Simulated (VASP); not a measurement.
Crystal: SnO.

```
Sn O
1.0
     3.10341    0.00000    0.00000
     0.00000    3.10341    0.00000
     0.00000    0.00000    3.10341
Sn O
1 1
Cartesian
  0.0000 0.0000 0.0000
  1.5517 1.5517 1.5517
```

Base run:

```yaml
Program: VASP 6.6.1
Functional: r2SCAN
Potentials_or_basis: VASP PAW PBE potentials, release 64 (Sn_d, O)
Cutoff: 520 eV
k_mesh: 6 × 6 × 6
Occupations: gaussian, width 0.01 eV
Spin: no spin polarisation
```

Its results: band gap on the k mesh 0.35 eV (least direct gap 1.02 eV); pressure 0.3 GPa.

Question: The run is repeated on the same cell with these changes: further incar settings from ALGO = Normal; EDIFF = 1e-06; NBANDS = 17 to ALGO = Normal; EDIFF = 1e-07; NBANDS = 17; dispersion from none to D4. What comes out?

Answer: Band gap on the k mesh 0.35 eV (least direct gap 1.02 eV); pressure -0.5 GPa.

Caveats: the PAW data sets were made with another functional, which shifts forces and pressure a little; spin-orbit coupling is left out, which moves the levels of the heavy elements.

A k mesh can miss the band edges.
